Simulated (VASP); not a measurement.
**CuSi16 (a cell with a defect): single point with PBE+D3(BJ)**

CuSi16 (a cell with a defect):

```
CELL_PARAMETERS angstrom
0.00000 5.43000 5.43000
5.43000 0.00000 5.43000
5.43000 5.43000 0.00000
ATOMIC_POSITIONS crystal
Si 0.03012 0.99054 0.98947
Si 0.13123 0.12670 0.12564
Si 0.99367 0.00873 0.49860
Si 0.13123 0.12670 0.61602
Si 0.99367 0.49966 0.00766
Si 0.13122 0.61709 0.12564
Si 0.99367 0.49966 0.49861
Si 0.09553 0.63540 0.63433
Si 0.50348 0.00754 0.00647
Si 0.65870 0.11434 0.11328
Si 0.50348 0.00754 0.48211
Si 0.62145 0.14248 0.61783
Si 0.50347 0.48318 0.00647
Si 0.62146 0.61889 0.14143
Si 0.46686 0.51162 0.51056
Si 0.62145 0.61890 0.61783
Cu 0.55862 0.81437 0.81330
```

```yaml
Program: VASP 6.6.1
Task: single point
Functional: PBE
Dispersion: D3(BJ)
Potentials_or_basis: VASP PAW PBE potentials, release 64 (Si, Cu)
Cutoff: 520 eV
k_mesh: 2 × 2 × 2
Occupations: gaussian, width 0.05 eV
Spin: collinear spin, zero start
Starting_moments: "[0.0, 0.0, 0.0, 0.0, 0.0, 0.0, 0.0, 0.0, 0.0, 0.0, 0.0, 0.0, 0.0, 0.0, 0.0, 0.0, 0.0] μB"
```

| Property | Result |
| --- | --- |
| Pressure | 1.4 GPa |
| Largest force | 0.027 eV/Å |
| Net moment | 0.00 μB per cell |
| Valence electrons inside the program's atomic spheres | Si 1.70, 1.69 (each value once); Cu 10.19 |
| Dispersion energy per atom | -0.334 eV |

Forces on the atoms (eV/Å):
```
Si   0.014 -0.014 -0.014
Si  -0.004  0.000  0.001
Si   0.000  0.000 -0.005
Si   0.000  0.004  0.001
Si   0.001 -0.004  0.000
Si  -0.001  0.001  0.004
Si   0.004 -0.001  0.000
Si  -0.014  0.014  0.013
Si   0.017  0.002  0.001
Si  -0.015  0.015  0.016
Si  -0.002 -0.017  0.001
Si   0.001 -0.001  0.018
Si  -0.002  0.002 -0.017
Si   0.001  0.018 -0.001
Si   0.016 -0.016 -0.015
Si  -0.018 -0.001 -0.001
Cu   0.001 -0.001 -0.001
```

Stress tensor (GPa, compression positive):
```
 1.38 -0.19 -0.19
-0.19  1.38  0.19
-0.19  0.19  1.38
```

Levels at points of the mesh, in eV from the Fermi level:
Spin up:
```tsv
k point	band 34	band 35	band 36	band 37	band 38	band 39	band 40	band 41
(0.00, 0.00, 0.00)	-1.69	-1.02	-0.67	-0.55	-0.50	-0.50	-0.03	-0.03
(0.50, 0.00, 0.00)	-1.47	-1.47	-1.04	-1.04	0.00	0.44	0.91	0.91
(0.00, 0.50, 0.00)	-1.60	-1.56	-1.44	-1.25	0.13	0.48	0.53	0.73
(0.00, 0.00, 0.50)	-1.60	-1.56	-1.44	-1.25	0.13	0.48	0.53	0.73
(0.50, 0.50, 0.00)	-2.21	-2.02	-2.01	-1.69	0.16	0.25	1.34	1.52
(0.00, 0.50, 0.50)	-2.21	-2.02	-2.01	-1.69	0.16	0.25	1.34	1.52
```
Spin down:
| k point | band 33 | band 34 | band 35 | band 36 | band 37 | band 38 | band 39 | band 40 | band 41 | band 42 |
| --- | --- | --- | --- | --- | --- | --- | --- | --- | --- | --- |
| (0.00, 0.00, 0.00) | -1.69 | -1.69 | -1.02 | -0.67 | -0.55 | -0.50 | -0.50 | -0.03 | -0.03 | 0.19 |
| (0.50, 0.00, 0.00) | -2.75 | -1.47 | -1.47 | -1.04 | -1.04 | 0.00 | 0.44 | 0.91 | 0.91 | 0.95 |
| (0.00, 0.50, 0.00) | -2.54 | -1.60 | -1.56 | -1.44 | -1.25 | 0.13 | 0.48 | 0.53 | 0.73 | 0.82 |
| (0.00, 0.00, 0.50) | -2.54 | -1.60 | -1.56 | -1.44 | -1.25 | 0.13 | 0.48 | 0.53 | 0.73 | 0.82 |
| (0.50, 0.50, 0.00) | -2.34 | -2.21 | -2.02 | -2.01 | -1.69 | 0.16 | 0.25 | 1.34 | 1.52 | 1.63 |
| (0.00, 0.50, 0.50) | -2.34 | -2.21 | -2.02 | -2.01 | -1.69 | 0.16 | 0.25 | 1.34 | 1.52 | 1.63 |

It took 7.2 min on 1 thread of Intel(R) Xeon(R) Platinum 8259CL CPU @ 2.50GHz (Skylake/Cascade Lake) (shared host), peak memory 0.72 GiB.

Caveat: the k points lie up to 0.50 Å⁻¹ apart; no moment was typed at the start, so none could form.
